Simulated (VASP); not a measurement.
# InP (F-43m) in VASP: notebook

Runs on InP. Level: PBE. Tasks: single point.

Program: VASP 6.6.1. These are calculated values, not measurements. Logs are shortened: lines on timing, memory, paths and dates and some standing lists are left out, and cuts for length are marked.

### Step 1. The cell of the first run

The structure is cubic, space group F-43m (No. 216). Conventional cell: a = 5.711 Å, b = 5.711 Å, c = 5.711 Å, α = 90.00°, β = 90.00°, γ = 90.00°. Within 3.3 Å of In (site symmetry -43m) lie 4 P at 2.47 Å. Within 3.3 Å of P (site symmetry -43m) lie 4 In at 2.47 Å.

### Step 2. Single point, PBE (volume scaled by 0.88)

File INCAR:

```
PREC = Accurate ; ENCUT = 520
EDIFF = 1E-7 ; ISMEAR = 0
SIGMA = 0.02 ; LREAL = F
LASPH = T ; NELM = 80
ALGO = Normal ; ISIF = 2
LWAVE = F ; LCHARG = F
GGA = PE ; NBANDS = 16
```

File KPOINTS:

```
regular mesh
0
Gamma
  10 10 10
```

File POSCAR:

```
InP
1.0
    0.0000000000      2.8557190139      2.8557190139
    2.8557190139      0.0000000000      2.8557190139
    2.8557190139      2.8557190139      0.0000000000
In P
1 1
Direct
    0.0000000000      0.0000000000      0.0000000000
    0.2500000000      0.2500000000      0.2500000000
```

Potentials or basis: VASP PAW PBE potentials, release 64 (In_d, P).

Command:

```bash
$ cat potpaw_PBE.64/In_d/POTCAR potpaw_PBE.64/P/POTCAR > POTCAR
$ mpirun -np 1 vasp_std > vasp.out
```

OUTCAR:

```text
PREC = Accurate
   ENCUT = 520
   EDIFF = 1E-7
   ISMEAR = 0
   LREAL = F
   LASPH = T
   NELM = 80
   ISIF = 2
   GGA = PE

 ion  position               nearest neighbor table
   1  0.000  0.000  0.000-   2 2.47   2 2.47   2 2.47   2 2.47
   2  0.250  0.250  0.250-   1 2.47   1 2.47   1 2.47   1 2.47

  LATTYP: Found a face centered cubic cell.
 ALAT       =     5.7114380278

  Lattice vectors:

 A1 = (   0.0000000000,   2.8557190139,   2.8557190139)
 A2 = (   2.8557190139,   0.0000000000,   2.8557190139)
 A3 = (   2.8557190139,   2.8557190139,   0.0000000000)

Analysis of symmetry for initial positions (statically):
=====================================================================
 Subroutine PRICEL returns:
 Original cell was already a primitive cell.

 Routine SETGRP: Setting up the symmetry group for a
 face centered cubic supercell.

 Subroutine GETGRP returns: Found 24 space group operations
 (whereof 24 operations were pure point group operations)
 out of a pool of 48 trial point group operations.

The static configuration has the point symmetry T_d .

Analysis of symmetry for dynamics (positions and initial velocities):
=====================================================================
 Subroutine PRICEL returns:
 Original cell was already a primitive cell.

 Routine SETGRP: Setting up the symmetry group for a
 face centered cubic supercell.

 Subroutine GETGRP returns: Found 24 space group operations
 (whereof 24 operations were pure point group operations)
 out of a pool of 48 trial point group operations.

The dynamic configuration has the point symmetry T_d .

 Subroutine INISYM returns: Found 24 space group operations
 (whereof 24 operations are pure point group operations),
 and found     1 'primitive' translations

----------------------------------------------------------------------------------------

                                     Primitive cell

  volume of cell :      46.5775

  direct lattice vectors                    reciprocal lattice vectors
     0.000000000  2.855719014  2.855719014    -0.175087254  0.175087254  0.175087254
     2.855719014  0.000000000  2.855719014     0.175087254 -0.175087254  0.175087254
     2.855719014  2.855719014  0.000000000     0.175087254  0.175087254 -0.175087254

  length of vectors
     4.038596560  4.038596560  4.038596560     0.303260019  0.303260019  0.303260019

  position of ions in fractional coordinates (direct lattice)
     0.000000000  0.000000000  0.000000000
     0.250000000  0.250000000  0.250000000

[... 76 lines left out ...]
   EDIFF  = 0.1E-06   stopping-criterion for ELM
   LREAL  =      F    real-space projection
   EDIFFG = 0.1E-05   stopping-criterion for IOM
   NSW    =      0    number of steps for IOM
   IBRION =     -1    ionic relax: 0-MD 1-quasi-New 2-CG
   NFREE  =      0    steps in history (QN), initial steepest desc. (CG)
   ISIF   =      2    stress and relaxation
   ISYM   =      2    0-nonsym 1-usesym 2-fastsym
   POTIM  = 0.5000    time-step for ionic-motion
   TEBEG  =    0.0;   TEEND  =   0.0 temperature during run
   PSTRESS=    0.0 pullay stress
   NELECT =      18.0000    total number of electrons
   NUPDOWN=      -1.0000    fix difference up-down
   EMIN   =  10.00;   EMAX   =-10.00  energy-range for DOS
   EFERMI =   0.00;   METHOD = LEGACY
   ISMEAR =     0;   SIGMA  =   0.02  broadening in eV -4-tet -1-fermi 0-gaus
   EFERMI_NEDOS =   21; number of points for ismear=-14 and -15
   IALGO  =     38    algorithm
   IMIX   =      4    mixing-type and parameters
     AMIX     =   0.40;   BMIX     =  1.00
     AMIX_MAG =   1.60;   BMIX_MAG =  1.00
  volume/ion in A,a.u.               =      23.29       157.16
  Fermi-wavevector in a.u.,A,eV,Ry     =   1.192450  2.253404 19.346629  1.421937
  Thomas-Fermi vector in A             =   2.328488
   LORBIT       =      0    0 simple, 1 ext, 2 COOP (PROOUT), +10 PAW based schemes
   GGA     = PE    functional components
   LHFCALC =     F    Hartree Fock is set to
   AEXX    =    0.0000 exact exchange contribution
   IVDW    =     0    specifies the selected vdW correction
   LEPSILON=     F    determine dielectric tensor
   LRPA    =     F    only Hartree local field effects (RPA)
 non-spin polarized calculation
 Gauss-broadening in eV      SIGMA  =   0.02
  energy-cutoff  :      520.00
  volume of cell :       46.58
 maximum number of plane-waves:      1279
   NGX = 15   NGY = 15   NGZ = 15

 number of electron      17.9999993 magnetization

 Free energy of the ion-electron system (eV)
  ---------------------------------------------------
  ext. energy  EPLUGINS =         0.00000000
  ---------------------------------------------------
  free energy    TOTEN  =        -8.22968873 eV

  energy without entropy =       -8.22968873  energy(sigma->0) =       -8.22968873

 E-fermi :   6.2346     XC(G=0):  -9.6319

 val. band max:        6.0786304460   @ k =   0.0000   0.0000   0.0000
 cond. band min:       7.2100785093   @ k =   0.0000   0.0000   0.0000
 fundamental gap:      1.1314480633
 Fermi energy:         6.2345730947

 k-point     1 :       0.0000    0.0000    0.0000
  band No.  band energies     occupation
      1      -8.2900      2.00000
      2      -8.2900      2.00000
      3      -8.2900      2.00000
      4      -8.0946      2.00000
      5      -8.0946      2.00000
      6      -6.0014      2.00000
[... 433 lines left out ...]
      3      -8.1860      2.00000
      4      -8.1434      2.00000
      5      -8.0598      2.00000
      6      -4.1038      2.00000
[... 8 lines left out ...]
     15      16.7947      0.00000
     16      19.3219      0.00000

 [... further k-points ...]

------------------------ aborting loop because EDIFF is reached ----------------------------------------

  FORCE on cell =-STRESS in cart. coord.  units (eV):
  Direction    XX          YY          ZZ          XY          YZ          ZX
  --------------------------------------------------------------------------------------
  -------------------------------------------------------------------------------------
  Total        2.9408144      2.9408144      2.9408144      0.0000000      0.0000000     -0.0000000
  in kB      101.1583605    101.1583605    101.1583605      0.0000000      0.0000000     -0.0000000
  external PRESSURE =     101.1583605 kB  Pullay stress =       0.0000000 kB

 VOLUME and BASIS-vectors are now :
 -----------------------------------------------------------------------------
  energy-cutoff  :      520.00
  volume of cell :       46.58
      direct lattice vectors                 reciprocal lattice vectors
     0.000000000  2.855719014  2.855719014    -0.175087254  0.175087254  0.175087254
     2.855719014  0.000000000  2.855719014     0.175087254 -0.175087254  0.175087254
     2.855719014  2.855719014  0.000000000     0.175087254  0.175087254 -0.175087254

 POSITION                                       TOTAL-FORCE (eV/Angst)
 -----------------------------------------------------------------------------------
      0.00000      0.00000      0.00000         0.000000      0.000000      0.000000
      1.42786      1.42786      1.42786        -0.000000     -0.000000     -0.000000
 -----------------------------------------------------------------------------------
    total drift:                               -0.000000     -0.000000     -0.000000

  FREE ENERGIE OF THE ION-ELECTRON SYSTEM (eV)
  ---------------------------------------------------
  free  energy   TOTEN  =        -8.2296887251 eV

  energy  without entropy=       -8.2296887251  energy(sigma->0) =       -8.22968873
```

stdout:

```text
POSCAR found type information on POSCAR InP
 POSCAR found :  2 types and       2 ions
 scaLAPACK will be used
 LDA part: xc-table for (Slater+PW92), standard interpolation
 POSCAR, INCAR and KPOINTS ok, starting setup
 FFT: planning ... GRIDC
 FFT: planning ... GRID_SOFT
 FFT: planning ... GRID
 WAVECAR not read
 entering main loop
```

Run time: 59 s. Hardware: 1 thread of Intel Xeon 6975P-C, shared host; peak memory 0.19 GiB.

What came out:

| Item | Value |
| --- | --- |
| Free energy | -8.2297 eV |
| Pressure | 10.1 GPa |
| Band gap on the k mesh | 1.13 eV, direct |

Levels at points of the mesh, in eV from the valence-band top:
| k point | band 6 | band 7 | band 8 | band 9 | band 10 | band 11 | band 12 | band 13 |
| --- | --- | --- | --- | --- | --- | --- | --- | --- |
| (0.00, 0.00, 0.00) | -12.08 | 0.00 | 0.00 | 0.00 | 1.13 | 4.08 | 4.08 | 4.08 |
| (0.50, 0.00, 0.00) | -10.08 | -6.17 | -1.09 | -1.09 | 1.68 | 4.81 | 4.81 | 7.23 |
| (0.50, 0.50, 0.00) | -9.34 | -6.11 | -2.60 | -2.60 | 1.62 | 2.24 | 9.72 | 10.11 |

Caveat: the cell differs from its parent crystal (volume scaled by 0.88); spin-orbit coupling is left out, which moves the levels of the heavy elements. A k mesh can miss the band edges.

### Step 3. Single point, PBE (volume scaled by 0.91)

File INCAR:

```
PREC     = Accurate       # precision mode
ENCUT    = 520            # plane-wave cutoff, eV
EDIFF    = 1E-7           # SCF threshold, eV
ISMEAR   = 0              # smearing method
SIGMA    = 0.02           # smearing width, eV
LREAL    = F              # projectors in reciprocal space
LASPH    = T              # aspherical terms in the spheres
NELM     = 80             # most SCF steps
ALGO     = Normal         # electronic algorithm
ISIF     = 2              # what is computed and relaxed
LWAVE    = F              # write WAVECAR
LCHARG   = F              # write CHGCAR
GGA      = PE             # functional
NBANDS   = 16             # bands
```

KPOINTS is that of step 2.

File POSCAR:

```
InP
1.0
    0.0000000000      2.8878084303      2.8878084303
    2.8878084303      0.0000000000      2.8878084303
    2.8878084303      2.8878084303      0.0000000000
In P
1 1
Direct
    0.0000000000      0.0000000000      0.0000000000
    0.2500000000      0.2500000000      0.2500000000
```

Potentials or basis: VASP PAW PBE potentials, release 64 (In_d, P).

Command:

```bash
$ cat potpaw_PBE.64/In_d/POTCAR potpaw_PBE.64/P/POTCAR > POTCAR
$ mpirun -np 1 vasp_std > vasp.out
```

Wall time 72 s (1 thread of Intel Xeon 6975P-C, shared host); peak memory 0.19 GiB.

Results (log left out):

| Item | Value |
| --- | --- |
| Free energy | -8.3140 eV |
| Pressure | 6.9 GPa |
| Band gap on the k mesh | 0.95 eV, direct |

Levels at points of the mesh, in eV from the valence-band top:
```csv
k point,band 5,band 6,band 7,band 8,band 9,band 10,band 11,band 12,band 13,band 14
"(0.00, 0.00, 0.00)",-14.11,-11.83,0.00,0.00,0.00,0.95,4.09,4.09,4.09,8.79
"(0.50, 0.00, 0.00)",-14.09,-9.95,-5.97,-1.04,-1.04,1.61,4.81,4.81,7.18,9.69
"(0.50, 0.50, 0.00)",-14.07,-9.25,-5.95,-2.47,-2.47,1.68,2.26,9.49,9.89,9.89
```

Caveat: the cell differs from its parent crystal (volume scaled by 0.91); spin-orbit coupling is left out, which moves the levels of the heavy elements.

### Step 4. Single point, PBE

This run uses another cell than the first one, of 25.17 Å³/atom, 1.081 times its volume.

File INCAR:

```
ALGO = Normal
EDIFF = 1E-6
ENCUT = 520
GGA = PE
ISIF = 2
ISMEAR = 0
LASPH = True
LCHARG = True
LELF = True
LREAL = False
LVHAR = True
LWAVE = False
NBANDS = 16
NELM = 60
PREC = Accurate
SIGMA = 0.02
```

File KPOINTS:

```
k-points
0
Gamma
  10 10 10
```

File POSCAR:

```
InP
1.0
    0.0000000000      2.9305000000      2.9305000000
    2.9305000000      0.0000000000      2.9305000000
    2.9305000000      2.9305000000      0.0000000000
In P
1 1
Direct
    0.0000000000      0.0000000000      0.0000000000
    0.2500000000      0.2500000000      0.2500000000
```

Command:

```bash
$ cat potpaw_PBE.64/In_d/POTCAR potpaw_PBE.64/P/POTCAR > POTCAR
$ mpirun -np 1 vasp_std > vasp.out
```

Run time: 57 s. Hardware: 1 thread of Intel Xeon 6975P-C, shared host; peak memory 0.19 GiB.

The run converged. Its results:

* Free energy: -8.3825 eV
* Pressure: 3.3 GPa
* Band gap on the k mesh: 0.71 eV, direct

Levels at points of the mesh, in eV from the valence-band top:
```tsv
k point	band 6	band 7	band 8	band 9	band 10	band 11	band 12	band 13
(0.00, 0.00, 0.00)	-11.52	0.00	0.00	0.00	0.71	4.09	4.09	4.09
(0.50, 0.00, 0.00)	-9.79	-5.73	-0.97	-0.97	1.50	4.81	4.81	7.10
(0.50, 0.50, 0.00)	-9.14	-5.75	-2.32	-2.32	1.76	2.27	9.21	9.60
```

Caveat: spin-orbit coupling is left out, which moves the levels of the heavy elements.

### Step 5. Single point, PBE (volume scaled by 0.94)

File INCAR:

```
ALGO = Normal ; EDIFF = 1E-6
ENCUT = 520 ; GGA = PE
ISIF = 2 ; ISMEAR = 0
LASPH = True ; LCHARG = False
LREAL = False ; LWAVE = False
NBANDS = 16 ; NELM = 100
PREC = Accurate ; SIGMA = 0.02
```

KPOINTS is that of step 4.

File POSCAR:

```
InP
1.0
    0.0000000000      2.9192001117      2.9192001117
    2.9192001117      0.0000000000      2.9192001117
    2.9192001117      2.9192001117      0.0000000000
In P
1 1
Direct
    0.0000000000      0.0000000000      0.0000000000
    0.2500000000      0.2500000000      0.2500000000
```

Command:

```bash
$ cat potpaw_PBE.64/In_d/POTCAR potpaw_PBE.64/P/POTCAR > POTCAR
$ mpirun -np 1 vasp_std > vasp.out
```

Wall time 54 s (1 thread of Intel Xeon 6975P-C, shared host); peak memory 0.19 GiB.

It converged, with:

```
Free energy            : -8.3688 eV
Pressure               : 4.2 GPa
Band gap on the k mesh : 0.78 eV, direct
```

Levels at points of the mesh, in eV from the valence-band top:
```tsv
k point	band 6	band 7	band 8	band 9	band 10	band 11	band 12	band 13
(0.00, 0.00, 0.00)	-11.60	0.00	0.00	0.00	0.78	4.09	4.09	4.09
(0.50, 0.00, 0.00)	-9.83	-5.79	-0.99	-0.99	1.53	4.81	4.81	7.12
(0.50, 0.50, 0.00)	-9.17	-5.80	-2.36	-2.36	1.74	2.27	9.29	9.67
```

Caveat: the cell differs from its parent crystal (volume scaled by 0.94); spin-orbit coupling is left out, which moves the levels of the heavy elements.

### Step 6. The runs side by side

| cell | gap on the mesh (eV) | pressure (GPa) |
| --- | --- | --- |
| a = 4.039 Å, angles 60.0°, 2 atoms | 1.13 | 10.1 |
| a = 4.084 Å, angles 60.0°, 2 atoms | 0.95 | 6.9 |
| a = 4.144 Å, angles 60.0°, 2 atoms | 0.71 | 3.3 |
| a = 4.128 Å, angles 60.0°, 2 atoms | 0.78 | 4.2 |

Alike in all rows: task single point; level PBE; potentials or basis VASP PAW PBE potentials, release 64 (In_d, P); no spin polarisation; k mesh 10 × 10 × 10; cutoff (eV) 520; smearing gaussian 0.02 eV.

Caveats: spin-orbit coupling is left out, which moves the levels of the heavy elements.

Total energies depend on the potentials used, so only differences within one code and one set of settings carry meaning.
